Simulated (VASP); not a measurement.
# PbS (Fm-3m) in VASP: notebook

PbS is run at these levels: PBE, r2SCAN; tasks: dielectric tensor.

Everything below comes from runs of VASP 6.6.1. Logs are shortened: lines on timing, memory, paths and dates and some standing lists are left out, and cuts for length are marked.

## (1) The cell of the first run

It takes space group Fm-3m (No. 225, cubic). The conventional cell has a = 5.941 Å, b = 5.941 Å, c = 5.941 Å, α = 90.00°, β = 90.00°, γ = 90.00°. Within 3.9 Å of Pb (site symmetry m-3m) lie 6 S at 2.97 Å. S (site symmetry m-3m) has 6 Pb at 2.97 Å within 3.9 Å.

## (2) Dielectric tensor, PBE

INCAR reads:

```
SYSTEM = PbS
ALGO = Normal
EDIFF = 1E-8
ENCUT = 520
GGA = PE
ISIF = 2
ISMEAR = 0
LASPH = .TRUE.
LCHARG = .FALSE.
LEPSILON = .TRUE.
LREAL = .FALSE.
LWAVE = .FALSE.
NELM = 100
PREC = Accurate
SIGMA = 0.01
```

KPOINTS reads:

```
k-points
0
G
  6 6 6
  0 0 0
```

POSCAR reads:

```
PbS
1.0
    0.0000000000      2.9705684010      2.9705684010
    2.9705684010      0.0000000000      2.9705684010
    2.9705684010      2.9705684010      0.0000000000
Pb S
1 1
Direct
    0.0000000000      0.0000000000      0.0000000000
    0.5000000000      0.5000000000      0.5000000000
```

Potentials or basis: VASP PAW PBE potentials, release 64 (Pb_d, S).

Run with:

```sh
$ cat potpaw_PBE.64/Pb_d/POTCAR potpaw_PBE.64/S/POTCAR > POTCAR
$ mpirun -np 1 vasp_std > vasp.out
```

OUTCAR:

```text
SYSTEM = PbS
   EDIFF = 1E-8
   ENCUT = 520
   GGA = PE
   ISIF = 2
   ISMEAR = 0
   LASPH = .TRUE.
   LEPSILON = .TRUE.
   LREAL = .FALSE.
   NELM = 100
   PREC = Accurate

 ion  position               nearest neighbor table
   1  0.000  0.000  0.000-   2 2.97   2 2.97   2 2.97   2 2.97   2 2.97   2 2.97
   2  0.500  0.500  0.500-   1 2.97   1 2.97   1 2.97   1 2.97   1 2.97   1 2.97

  LATTYP: Found a face centered cubic cell.
 ALAT       =     5.9411368020

  Lattice vectors:

 A1 = (   0.0000000000,   2.9705684010,   2.9705684010)
 A2 = (   2.9705684010,   0.0000000000,   2.9705684010)
 A3 = (   2.9705684010,   2.9705684010,   0.0000000000)

Analysis of symmetry for initial positions (statically):
=====================================================================
 Subroutine PRICEL returns:
 Original cell was already a primitive cell.

 Routine SETGRP: Setting up the symmetry group for a
 face centered cubic supercell.

 Subroutine GETGRP returns: Found 48 space group operations
 (whereof 48 operations were pure point group operations)
 out of a pool of 48 trial point group operations.

The static configuration has the point symmetry O_h .

Analysis of symmetry for dynamics (positions and initial velocities):
=====================================================================
 Subroutine PRICEL returns:
 Original cell was already a primitive cell.

 Routine SETGRP: Setting up the symmetry group for a
 face centered cubic supercell.

 Subroutine GETGRP returns: Found 48 space group operations
 (whereof 48 operations were pure point group operations)
 out of a pool of 48 trial point group operations.

The dynamic configuration has the point symmetry O_h .

 Subroutine INISYM returns: Found 48 space group operations
 (whereof 48 operations are pure point group operations),
 and found     1 'primitive' translations

----------------------------------------------------------------------------------------

                                     Primitive cell

  volume of cell :      52.4262

  direct lattice vectors                    reciprocal lattice vectors
     0.000000000  2.970568401  2.970568401    -0.168317956  0.168317956  0.168317956
     2.970568401  0.000000000  2.970568401     0.168317956 -0.168317956  0.168317956
     2.970568401  2.970568401  0.000000000     0.168317956  0.168317956 -0.168317956

  length of vectors
     4.201018121  4.201018121  4.201018121     0.291535251  0.291535251  0.291535251

  position of ions in fractional coordinates (direct lattice)
     0.000000000  0.000000000  0.000000000
     0.500000000  0.500000000  0.500000000

  ion indices of the primitive-cell ions
   primitive index   ion index
                 1           1
                 2           2

----------------------------------------------------------------------------------------

 KPOINTS: k-points

Automatic generation of k-mesh.
 Grid dimensions read from file:
 generate k-points for:    6    6    6

 Generating k-lattice:

  Cartesian coordinates                     Fractional coordinates (reciprocal lattice)
    -0.028052993  0.028052993  0.028052993     0.166666667  0.000000000  0.000000000
     0.028052993 -0.028052993  0.028052993     0.000000000  0.166666667  0.000000000
     0.028052993  0.028052993 -0.028052993     0.000000000  0.000000000  0.166666667

  Length of vectors
     0.048589208  0.048589208  0.048589208

  Shift w.r.t. Gamma in fractional coordinates (k-lattice)
     0.000000000  0.000000000  0.000000000

 Subroutine IBZKPT returns following result:
 ===========================================

 Found     16 irreducible k-points:

 Following reciprocal coordinates:
            Coordinates               Weight
  0.000000  0.000000  0.000000      1.000000
  0.166667  0.000000  0.000000      8.000000
  0.333333  0.000000  0.000000      8.000000
  0.500000  0.000000  0.000000      4.000000
  0.166667  0.166667  0.000000      6.000000
  0.333333  0.166667  0.000000     24.000000
[... 8 lines left out ...]
 -0.333333  0.333333  0.166667     24.000000
 -0.333333  0.500000  0.166667     12.000000
   k-points           NKPTS =     16   k-points in BZ     NKDIM =     16   number of bands    NBANDS=     14
   number of dos      NEDOS =    301   number of ions     NIONS =      2
   total plane-waves  NPLWV =  32768
   dimension x,y,z NGX =    32 NGY =   32 NGZ =   32
   dimension x,y,z NGXF=    64 NGYF=   64 NGZF=   64
   ions per type =               1   1
   NGX,Y,Z   is equivalent  to a cutoff of  12.66, 12.66, 12.66 a.u.
   NGXF,Y,Z  is equivalent  to a cutoff of  25.33, 25.33, 25.33 a.u.
 SYSTEM =  PbS
   PREC   = accura    normal or accurate (medium, high low for compatibility)
   ISTART =      0    job   : 0-new  1-cont  2-samecut
   ICHARG =      2    charge: 1-file 2-atom 10-const
   ISPIN  =      1    spin polarized calculation?
   LNONCOLLINEAR =      F non collinear calculations
   LSORBIT =      F    spin-orbit coupling
   LASPH  =      T    aspherical Exc in radial PAW
   ENCUT  =  520.0 eV  38.22 Ry    6.18 a.u.   7.81  7.81  7.81*2*pi/ulx,y,z
   NELM   =    100;   NELMIN=  2; NELMDL= -5     # of ELM steps
   EDIFF  = 0.1E-07   stopping-criterion for ELM
   LREAL  =      F    real-space projection
   EDIFFG = 0.1E-06   stopping-criterion for IOM
   NSW    =      0    number of steps for IOM
   IBRION =     -1    ionic relax: 0-MD 1-quasi-New 2-CG
   NFREE  =      0    steps in history (QN), initial steepest desc. (CG)
   ISIF   =      2    stress and relaxation
   ISYM   =      2    0-nonsym 1-usesym 2-fastsym
   POTIM  = 0.5000    time-step for ionic-motion
   TEBEG  =    0.0;   TEEND  =   0.0 temperature during run
   PSTRESS=    0.0 pullay stress
   NELECT =      20.0000    total number of electrons
   NUPDOWN=      -1.0000    fix difference up-down
   EMIN   =  10.00;   EMAX   =-10.00  energy-range for DOS
   EFERMI =   0.00;   METHOD = LEGACY
   ISMEAR =     0;   SIGMA  =   0.01  broadening in eV -4-tet -1-fermi 0-gaus
   EFERMI_NEDOS =   21; number of points for ismear=-14 and -15
   IALGO  =     38    algorithm
   IMIX   =      4    mixing-type and parameters
     AMIX     =   0.40;   BMIX     =  1.00
     AMIX_MAG =   1.60;   BMIX_MAG =  1.00
  volume/ion in A,a.u.               =      26.21       176.89
  Fermi-wavevector in a.u.,A,eV,Ry     =   1.187322  2.243714 19.180597  1.409734
  Thomas-Fermi vector in A             =   2.323476
   LORBIT       =      0    0 simple, 1 ext, 2 COOP (PROOUT), +10 PAW based schemes
   GGA     = PE    functional components
   LHFCALC =     F    Hartree Fock is set to
   AEXX    =    0.0000 exact exchange contribution
   IVDW    =     0    specifies the selected vdW correction
   LEPSILON=     T    determine dielectric tensor
   LRPA    =     F    only Hartree local field effects (RPA)
 non-spin polarized calculation
 Gauss-broadening in eV      SIGMA  =   0.01
  energy-cutoff  :      520.00
  volume of cell :       52.43
 maximum number of plane-waves:      1428
   NGX = 15   NGY = 15   NGZ = 15

--------------------------------------- Ionic step        1  -------------------------------------------

 number of electron      19.9999999 magnetization

 E-fermi :   5.8597     XC(G=0):  -9.6602

 val. band max:        5.7514173067   @ k =   0.5000   0.0000   0.0000
 cond. band min:       6.1346863440   @ k =   0.5000   0.0000   0.0000
 fundamental gap:      0.3832690373
 Fermi energy:         5.8597117149

 k-point     1 :       0.0000    0.0000    0.0000
  band No.  band energies     occupation
      1     -11.0571      2.00000
      2     -11.0571      2.00000
      3     -11.0571      2.00000
      4     -11.0406      2.00000
      5     -11.0406      2.00000
      6      -7.7973      2.00000
      7      -0.2876      2.00000
      8       3.6070      2.00000
      9       3.6070      2.00000
     10       3.6070      2.00000
     11      10.9569      0.00000
     12      10.9569      0.00000
     13      10.9569      0.00000
     14      12.5006      0.00000
[... 239 lines left out ...]
 k-point    16 :      -0.3333    0.5000    0.1667
  band No.  band energies     occupation
      1     -11.1606      2.00000
      2     -11.0617      2.00000
      3     -11.0316      2.00000
      4     -11.0194      2.00000
      5     -10.9973      2.00000
      6      -6.1166      2.00000
      7      -2.0168      2.00000
      8       0.9659      2.00000
      9       1.8204      2.00000
     10       3.9681      2.00000
     11       8.9195      0.00000
     12      10.0239      0.00000
     13      10.8495      0.00000
     14      12.6238      0.00000

  FORCE on cell =-STRESS in cart. coord.  units (eV):
  Direction    XX          YY          ZZ          XY          YZ          ZX
  --------------------------------------------------------------------------------------
  -------------------------------------------------------------------------------------
  Total        0.6012602      0.6012602      0.6012602      0.0000000      0.0000000     -0.0000000
  in kB       18.3748745     18.3748745     18.3748745      0.0000000      0.0000000     -0.0000000
  external PRESSURE =      18.3748745 kB  Pullay stress =       0.0000000 kB

 VOLUME and BASIS-vectors are now :
 -----------------------------------------------------------------------------
  energy-cutoff  :      520.00
  volume of cell :       52.43
      direct lattice vectors                 reciprocal lattice vectors
     0.000000000  2.970568401  2.970568401    -0.168317956  0.168317956  0.168317956
     2.970568401  0.000000000  2.970568401     0.168317956 -0.168317956  0.168317956
     2.970568401  2.970568401  0.000000000     0.168317956  0.168317956 -0.168317956

 POSITION                                       TOTAL-FORCE (eV/Angst)
 -----------------------------------------------------------------------------------
      0.00000      0.00000      0.00000         0.000000      0.000000      0.000000
      2.97057      2.97057      2.97057         0.000000      0.000000     -0.000000
 -----------------------------------------------------------------------------------
    total drift:                                0.000000     -0.000000     -0.000000

  FREE ENERGIE OF THE ION-ELECTRON SYSTEM (eV)
  ---------------------------------------------------
  free  energy   TOTEN  =        -8.7608368219 eV

  energy  without entropy=       -8.7608368219  energy(sigma->0) =       -8.76083682

 HEAD OF MICROSCOPIC STATIC DIELECTRIC TENSOR (INDEPENDENT PARTICLE, excluding Hartree and local field effects)
 ------------------------------------------------------
          30.064854    -0.000000     0.000000
          -0.000000    30.064854     0.000000
           0.000000    -0.000000    30.064854
 ------------------------------------------------------

 Free energy of the ion-electron system (eV)
  ---------------------------------------------------
  ---------------------------------------------------
  free energy    TOTEN  =        -4.30180592 eV

  energy without entropy =       -4.30180592

------------------------ aborting loop because EDIFF is reached ----------------------------------------

--------------------------------------- Ionic step        2  -------------------------------------------

------------------------ aborting loop because EDIFF is reached ----------------------------------------

--------------------------------------- Ionic step        3  -------------------------------------------

 Free energy of the ion-electron system (eV)
  ---------------------------------------------------
  ---------------------------------------------------
  free energy    TOTEN  =        -4.30180025 eV

  energy without entropy =       -4.30180025

------------------------ aborting loop because EDIFF is reached ----------------------------------------

 PIEZOELECTRIC TENSOR FIELD DIRECTION 3  (e Angst)
 -----------------------------------------------------------------------------
     0.00288  0.00000  0.00000           (  0.00001  0.00000 -0.00000)
     0.00000  0.00288 -0.00000           (  0.00000  0.00001  0.00000)
    -0.00000 -0.00000 -0.00023           ( -0.00000  0.00000  0.00002)

 PIEZOELECTRIC TENSOR FIELD DIRECTION 3  (C/m^2)
 -----------------------------------------------------------------------------
     0.00088  0.00000  0.00000
     0.00000  0.00088 -0.00000
    -0.00000 -0.00000 -0.00007

 MACROSCOPIC STATIC DIELECTRIC TENSOR (including local field effects in DFT)
 ------------------------------------------------------
          29.292397    -0.000000    -0.000000
           0.000000    29.292397    -0.000000
          -0.000000     0.000000    29.292397
 ------------------------------------------------------

 PIEZOELECTRIC TENSOR (including local field effects)  for field in x, y, z        (e  Angst)
          XX          YY          ZZ          XY          YZ          ZX
  --------------------------------------------------------------------------------
  x     0.00000     0.00000     0.00000     0.00000     0.00000     0.00000
  y     0.00000     0.00000     0.00000     0.00000     0.00000     0.00000
  z     0.00000     0.00000     0.00000     0.00000     0.00000     0.00000

 PIEZOELECTRIC TENSOR (including local field effects)  for field in x, y, z        (C/m^2)
          XX          YY          ZZ          XY          YZ          ZX
  --------------------------------------------------------------------------------
  x     0.00000     0.00000     0.00000     0.00000     0.00000     0.00000
  y     0.00000     0.00000     0.00000     0.00000     0.00000     0.00000
  z     0.00000     0.00000     0.00000     0.00000     0.00000     0.00000

 BORN EFFECTIVE CHARGES (including local field effects) (in |e|, cummulative output)
 ---------------------------------------------------------------------------------
 ion    1
    1     3.23652     0.00000     0.00000
    2     0.00000     3.23652     0.00000
    3     0.00000     0.00000     3.23652
 ion    2
    1    -3.23652     0.00000     0.00000
    2     0.00000    -3.23652     0.00000
    3     0.00000     0.00000    -3.23652
```

It took 85 s on 1 thread of Intel Xeon Platinum 8559C (Emerald Rapids), shared host; peak memory 0.23 GiB.

What came out:

* Band gap on the k mesh: 0.38 eV
* Electronic dielectric tensor (diagonal): 29.29
* Born charges (mean of the diagonal): Pb +3.24; S -3.24 e

Electronic dielectric tensor:
```
29.29  0.00  0.00
 0.00 29.29  0.00
 0.00  0.00 29.29
```

Born effective charge tensors (e):
atom 1, Pb
```
3.24 0.00 0.00
0.00 3.24 0.00
0.00 0.00 3.24
```
atom 2, S
```
-3.24  0.00  0.00
 0.00 -3.24  0.00
 0.00  0.00 -3.24
```

Caveat: the gap is small at this level, which inflates the dielectric constant; spin-orbit coupling is left out, which moves the levels of the heavy elements.

[end of part 1 of 2]

The gap in the log of VASP goes by the Fermi energy; the results here count the filled bands.